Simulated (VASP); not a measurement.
# TiAl (P3m1) in VASP: single point with PBEsol

Aim: the single point of TiAl with PBEsol.

Program: VASP 6.6.1. These are calculated values, not measurements. Logs are shortened: lines on timing, memory, paths and dates and some standing lists are left out, and cuts for length are marked.

### 1 The cell of the first run

It takes space group P3m1 (No. 156, trigonal). Conventional cell: a = 2.848 Å, b = 2.848 Å, c = 4.620 Å, α = 90.00°, β = 90.00°, γ = 120.00°. Ti (site symmetry 3m) has 6 Al at 2.68 to 3.00 Å and 6 Ti at 2.85 Å within 3.5 Å. Within 3.5 Å of Al (site symmetry 3m) lie 6 Ti at 2.68 to 3.00 Å and 6 Al at 2.85 Å.

### 2 Single point, PBEsol (mode 6 (341.9 1/cm) frozen in, largest displacement +0.125 Å)

INCAR

```
PREC = Accurate
ENCUT = 520
EDIFF = 1E-6
ISMEAR = 0
SIGMA = 0.15
LREAL = False
LASPH = True
NELM = 100
ALGO = Fast
ISIF = 2
LWAVE = False
LCHARG = False
GGA = PS
NBANDS = 14
```

KPOINTS

```
regular mesh
0
Gamma
  24 24 14
```

POSCAR

```
TiAl
1.0
    2.8478212847      0.0000000000      0.0000000000
   -1.4239106423      2.4662855780      0.0000000000
    0.0000000000      0.0000000000      4.6199447394
Ti Al
1 1
Direct
    0.0000000000      0.0000000000     -0.0152511900
    0.3333333333      0.6666666667      0.5270566007
```

Potentials or basis: VASP PAW PBE potentials, release 64 (Ti_sv, Al).

On the command line:

```console
cat potpaw_PBE.64/Ti_sv/POTCAR potpaw_PBE.64/Al/POTCAR > POTCAR
mpirun -np 1 vasp_std > vasp.out
```

OUTCAR:

```text
PREC = Accurate
   ENCUT = 520
   EDIFF = 1E-6
   ISMEAR = 0
   LREAL = False
   LASPH = True
   NELM = 100
   ISIF = 2
   GGA = PS

 ion  position               nearest neighbor table
   1  0.000  0.000  0.985-   2 2.68   2 2.68   2 2.68   2 3.00   2 3.00   2 3.00
   2  0.333  0.667  0.527-   1 2.68   1 2.68   1 2.68   1 3.00   1 3.00   1 3.00

  LATTYP: Found a hexagonal cell.
 ALAT       =     2.8478212847
 C/A-ratio  =     1.6222734075

  Lattice vectors:

 A1 = (   2.8478212847,   0.0000000000,   0.0000000000)
 A2 = (  -1.4239106423,   2.4662855780,   0.0000000000)
 A3 = (   0.0000000000,   0.0000000000,   4.6199447394)

Analysis of symmetry for initial positions (statically):
=====================================================================
 Subroutine PRICEL returns:
 Original cell was already a primitive cell.

 Routine SETGRP: Setting up the symmetry group for a
 hexagonal supercell.

 Subroutine GETGRP returns: Found  6 space group operations
 (whereof  6 operations were pure point group operations)
 out of a pool of 24 trial point group operations.

The static configuration has the point symmetry C_3v.

Analysis of symmetry for dynamics (positions and initial velocities):
=====================================================================
 Subroutine PRICEL returns:
 Original cell was already a primitive cell.

 Routine SETGRP: Setting up the symmetry group for a
 hexagonal supercell.

 Subroutine GETGRP returns: Found  6 space group operations
 (whereof  6 operations were pure point group operations)
 out of a pool of 24 trial point group operations.

The dynamic configuration has the point symmetry C_3v.

 Subroutine INISYM returns: Found  6 space group operations
 (whereof  6 operations are pure point group operations),
 and found     1 'primitive' translations

----------------------------------------------------------------------------------------

                                     Primitive cell

  volume of cell :      32.4484

  direct lattice vectors                    reciprocal lattice vectors
     2.847821285  0.000000000  0.000000000     0.351145630  0.202734024  0.000000000
    -1.423910642  2.466285578  0.000000000     0.000000000  0.405468048  0.000000000
     0.000000000  0.000000000  4.619944739     0.000000000  0.000000000  0.216452805

  length of vectors
     2.847821285  2.847821285  4.619944739     0.405468048  0.405468048  0.216452805

  position of ions in fractional coordinates (direct lattice)
     0.000000000  0.000000000  0.984748810
     0.333333333  0.666666667  0.527056601

  ion indices of the primitive-cell ions
   primitive index   ion index
                 1           1
                 2           2

----------------------------------------------------------------------------------------

 KPOINTS: regular mesh

Automatic generation of k-mesh.
 Grid dimensions read from file:
 generate k-points for:   24   24   14

 Generating k-lattice:

  Cartesian coordinates                     Fractional coordinates (reciprocal lattice)
     0.014631068  0.008447251  0.000000000     0.041666667 -0.000000000  0.000000000
     0.000000000  0.016894502  0.000000000     0.000000000  0.041666667  0.000000000
     0.000000000  0.000000000  0.015460915     0.000000000  0.000000000  0.071428571

  Length of vectors
     0.016894502  0.016894502  0.015460915

  Shift w.r.t. Gamma in fractional coordinates (k-lattice)
     0.000000000  0.000000000  0.000000000

 Subroutine IBZKPT returns following result:
 ===========================================

 Found    776 irreducible k-points:

 Following reciprocal coordinates:
            Coordinates               Weight
  0.000000  0.000000  0.000000      1.000000
  0.041667  0.000000  0.000000      6.000000
  0.083333 -0.000000  0.000000      6.000000
  0.125000 -0.000000  0.000000      6.000000
  0.166667  0.000000  0.000000      6.000000
  0.208333 -0.000000  0.000000      6.000000
[... 16 lines left out ...]
  0.416667  0.041667  0.000000     12.000000
  0.458333  0.041667  0.000000     12.000000
 [... further k-points ...]
   k-points           NKPTS =    776   k-points in BZ     NKDIM =    776   number of bands    NBANDS=     14
   number of dos      NEDOS =    301   number of ions     NIONS =      2
   total plane-waves  NPLWV =  20736
   dimension x,y,z NGX =    24 NGY =   24 NGZ =   36
   dimension x,y,z NGXF=    48 NGYF=   48 NGZF=   72
   ions per type =               1   1
   NGX,Y,Z   is equivalent  to a cutoff of  14.01, 14.01, 12.95 a.u.
   NGXF,Y,Z  is equivalent  to a cutoff of  28.02, 28.02, 25.91 a.u.
 SYSTEM =  unknown system
   PREC   = accura    normal or accurate (medium, high low for compatibility)
   ISTART =      0    job   : 0-new  1-cont  2-samecut
   ICHARG =      2    charge: 1-file 2-atom 10-const
   ISPIN  =      1    spin polarized calculation?
   LNONCOLLINEAR =      F non collinear calculations
   LSORBIT =      F    spin-orbit coupling
   LASPH  =      T    aspherical Exc in radial PAW
   ENCUT  =  520.0 eV  38.22 Ry    6.18 a.u.   5.30  5.30  8.59*2*pi/ulx,y,z
   NELM   =    100;   NELMIN=  2; NELMDL= -5     # of ELM steps
   EDIFF  = 0.1E-05   stopping-criterion for ELM
   LREAL  =      F    real-space projection
   EDIFFG = 0.1E-04   stopping-criterion for IOM
   NSW    =      0    number of steps for IOM
   IBRION =     -1    ionic relax: 0-MD 1-quasi-New 2-CG
   NFREE  =      0    steps in history (QN), initial steepest desc. (CG)
   ISIF   =      2    stress and relaxation
   ISYM   =      2    0-nonsym 1-usesym 2-fastsym
   POTIM  = 0.5000    time-step for ionic-motion
   TEBEG  =    0.0;   TEEND  =   0.0 temperature during run
   PSTRESS=    0.0 pullay stress
   NELECT =      15.0000    total number of electrons
   NUPDOWN=      -1.0000    fix difference up-down
   EMIN   =  10.00;   EMAX   =-10.00  energy-range for DOS
   EFERMI =   0.00;   METHOD = LEGACY
   ISMEAR =     0;   SIGMA  =   0.15  broadening in eV -4-tet -1-fermi 0-gaus
   EFERMI_NEDOS =   21; number of points for ismear=-14 and -15
   IALGO  =     68    algorithm
   IMIX   =      4    mixing-type and parameters
     AMIX     =   0.40;   BMIX     =  1.00
     AMIX_MAG =   1.60;   BMIX_MAG =  1.00
  volume/ion in A,a.u.               =      16.22       109.49
  Fermi-wavevector in a.u.,A,eV,Ry     =   1.265827  2.392066 21.800854  1.602318
  Thomas-Fermi vector in A             =   2.399060
   LORBIT       =      0    0 simple, 1 ext, 2 COOP (PROOUT), +10 PAW based schemes
   GGA     = PS    functional components
   LHFCALC =     F    Hartree Fock is set to
   AEXX    =    0.0000 exact exchange contribution
   IVDW    =     0    specifies the selected vdW correction
   LEPSILON=     F    determine dielectric tensor
   LRPA    =     F    only Hartree local field effects (RPA)
 non-spin polarized calculation
 RMM-DIIS sequential band-by-band and
 Gauss-broadening in eV      SIGMA  =   0.15
  energy-cutoff  :      520.00
  volume of cell :       32.45
 maximum number of plane-waves:       888
 NGX is ok and might be reduce to    24
   NGX = 11   NGY = 11   NGZ = 17

 number of electron      15.0000004 magnetization

 Free energy of the ion-electron system (eV)
  ---------------------------------------------------
  ext. energy  EPLUGINS =         0.00000000
  ---------------------------------------------------
  free energy    TOTEN  =       -12.80206392 eV

  energy without entropy =      -12.77207523  energy(sigma->0) =      -12.78706957

 E-fermi :   8.0259     XC(G=0): -11.1290

 val. band max:        8.0250343006   @ k =   0.1667   0.1667   0.5000
 cond. band min:       8.0275149617   @ k =  -0.1250   0.3333   0.2143
 fundamental gap:      0.0024806611
 Fermi energy:         8.0258650527

 k-point     1 :       0.0000    0.0000    0.0000
  band No.  band energies     occupation
      1     -48.1930      2.00000
      2     -24.6221      2.00000
      3     -24.1792      2.00000
      4     -24.1792      2.00000
      5      -0.9953      2.00000
      6       5.6220      2.00000
      7       6.3737      2.00000
      8       9.3047      0.00000
      9       9.3047      0.00000
     10      10.8321      0.00000
     11      10.8321      0.00000
     12      12.1166      0.00000
     13      21.0789      0.00000
     14      21.0791      0.00000

 k-point     2 :       0.0417    0.0000    0.0000
  band No.  band energies     occupation
      1     -48.1912      2.00000
      2     -24.6203      2.00000
      3     -24.1902      2.00000
      4     -24.1816      2.00000
      5      -0.9514      2.00000
      6       5.6675      2.00000
      7       6.3792      2.00000
      8       9.2599      0.00000
      9       9.3413      0.00000
     10      10.8192      0.00000
     11      10.8423      0.00000
     12      12.1273      0.00000
     13      20.2207      0.00000
     14      20.5683      0.00000

 k-point     3 :       0.0833   -0.0000    0.0000
  band No.  band energies     occupation
      1     -48.1860      2.00000
      2     -24.6151      2.00000
      3     -24.2225      2.00000
      4     -24.1889      2.00000
      5      -0.8202      2.00000
      6       5.7987      2.00000
      7       6.3976      2.00000
      8       9.1323      0.00000
      9       9.4496      0.00000
     10      10.7815      0.00000
     11      10.8735      0.00000
     12      12.1584      0.00000
     13      18.8696      0.00000
     14      19.8633      0.00000

 k-point     4 :       0.1250   -0.0000    0.0000
  band No.  band energies     occupation
      1     -48.1777      2.00000
      2     -24.6069      2.00000
      3     -24.2737      2.00000
      4     -24.2004      2.00000
      5      -0.6030      2.00000
      6       5.9941      2.00000
      7       6.4383      2.00000
      8       8.9409      0.00000
      9       9.6260      0.00000
     10      10.7226      0.00000
     11      10.9274      0.00000
     12      12.2063      0.00000
     13      17.4859      0.00000
     14      19.1982      0.00000

 k-point     5 :       0.1667    0.0000    0.0000
  band No.  band energies     occupation
      1     -48.1668      2.00000
      2     -24.5961      2.00000
      3     -24.3399      2.00000
      4     -24.2154      2.00000
      5      -0.3019      2.00000
      6       6.1917      2.00000
      7       6.5395      2.00000
      8       8.7141      0.00000
      9       9.8635      0.00000
     10      10.6476      0.00000
     11      11.0054      0.00000
[... 276 lines left out ...]
 k-point    22 :       0.3750    0.0417    0.0000
  band No.  band energies     occupation
      1     -48.0978      2.00000
      2     -24.7405      2.00000
      3     -24.5280      2.00000
      4     -24.3146      2.00000
      5       2.7177      2.00000
      6       6.2728      2.00000
      7       6.7184      2.00000
      8       7.4425      2.00000
      9      10.0974      0.00000
     10      11.4653      0.00000
     11      12.0043      0.00000
     12      12.2284      0.00000
     13      13.2828      0.00000
     14      15.8666      0.00000

 k-point    23 :       0.4167    0.0417    0.0000
  band No.  band energies     occupation
      1     -48.0909      2.00000
      2     -24.7795      2.00000
      3     -24.5212      2.00000
      4     -24.3242      2.00000
      5       3.4419      2.00000
      6       5.8529      2.00000
      7       6.6215      2.00000
      8       7.1491      2.00000
      9      10.0461      0.00000
     10      11.7196      0.00000
     11      12.2003      0.00000
     12      12.3363      0.00000
     13      13.4703      0.00000
     14      15.6841      0.00000

 k-point    24 :       0.4583    0.0417    0.0000
  band No.  band energies     occupation
      1     -48.0873      2.00000
      2     -24.7996      2.00000
      3     -24.5176      2.00000
      4     -24.3292      2.00000
      5       4.1221      2.00000
      6       5.2513      2.00000
      7       6.6048      2.00000
      8       7.0189      2.00000
      9      10.0195      0.00000
     10      11.8880      0.00000
     11      12.2804      0.00000
     12      12.4338      0.00000
     13      13.6141      0.00000
     14      15.5880      0.00000

 [... further k-points ...]

------------------------ aborting loop because EDIFF is reached ----------------------------------------

  FORCE on cell =-STRESS in cart. coord.  units (eV):
  Direction    XX          YY          ZZ          XY          YZ          ZX
  --------------------------------------------------------------------------------------
  -------------------------------------------------------------------------------------
  Total        0.2670567      0.2670567      0.6559505      0.0000000      0.0000000     -0.0000000
  in kB       13.1862440     13.1862440     32.3883441      0.0000000      0.0000000     -0.0000000
  external PRESSURE =      19.5869440 kB  Pullay stress =       0.0000000 kB

 VOLUME and BASIS-vectors are now :
 -----------------------------------------------------------------------------
  energy-cutoff  :      520.00
  volume of cell :       32.45
      direct lattice vectors                 reciprocal lattice vectors
     2.847821285  0.000000000  0.000000000     0.351145630  0.202734024  0.000000000
    -1.423910642  2.466285578  0.000000000     0.000000000  0.405468048  0.000000000
     0.000000000  0.000000000  4.619944739     0.000000000  0.000000000  0.216452805

 POSITION                                       TOTAL-FORCE (eV/Angst)
 -----------------------------------------------------------------------------------
      0.00000      0.00000      4.54949         0.000000     -0.000000      1.500620
     -0.00000      1.64419      2.43497        -0.000000      0.000000     -1.500620
 -----------------------------------------------------------------------------------
    total drift:                                0.000000     -0.000000      0.001675

  FREE ENERGIE OF THE ION-ELECTRON SYSTEM (eV)
  ---------------------------------------------------
  free  energy   TOTEN  =       -12.8020639208 eV

  energy  without entropy=      -12.7720752274  energy(sigma->0) =      -12.78706957
```

It took 5 min on 1 thread of Intel Xeon 6975P-C (Granite Rapids), shared host; peak memory 0.46 GiB.

Results:

```
Free energy   : -12.8021 eV
Pressure      : 2.0 GPa
Largest force : 1.501 eV/Å
```

Forces on the atoms (eV/Å):
```
Ti   0.000  0.000  1.501
Al   0.000  0.000 -1.501
```

Caveat: the cell differs from its parent crystal (mode 6 (341.9 1/cm) frozen in, largest displacement +0.125 Å); the PAW data sets were made with another functional, which shifts forces and pressure a little.
